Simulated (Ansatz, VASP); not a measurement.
## CaSe: VASP beside Ansatz

```
Ca Se
1.0
     0.00000    3.70431    2.61895
     3.70431    0.00000    2.61895
     3.70431    3.70431    0.00000
Ca Se
1 1
Direct
  0.00000 0.00000 0.00000
  0.75000 0.75000 0.75000
```

Alike in both runs: task single point; functional LDA; k mesh 8 × 8 × 8; occupations gaussian, width 0.05 eV; no spin polarisation.

|  | VASP | Ansatz |
| --- | --- | --- |
| version | VASP 6.6.1 | Ansatz 0.2.0 |
| potentials or method | VASP PAW LDA potentials, release 64 (Ca_sv, Se), cutoff 520 eV | scalar-relativistic, plane waves, PAW |
| valence electrons in the cell | 16 | 26 |

Ansatz gave:

| Property | Result |
| --- | --- |
| gap on the k mesh at the Fermi level (eV) | 2.25 |
| least direct gap on the mesh (eV) | 2.37 |
| pressure (GPa) | -4.8 |
| traceless stress, the component that is largest in VASP (GPa) | 1.21 |

Question: Estimate VASP's values.

Answer: gap on the k mesh at the Fermi level (eV): 2.26; least direct gap on the mesh (eV): 2.38; pressure (GPa): -4.7; traceless stress, the component that is largest in VASP (GPa): 1.16.

LDA's correlation is that of Perdew and Zunger in VASP and of Perdew and Wang (1992) in Ansatz. VASP's potentials hold 16 valence electrons a cell and Ansatz's 26, so a difference there can come from the potentials and not from the codes.
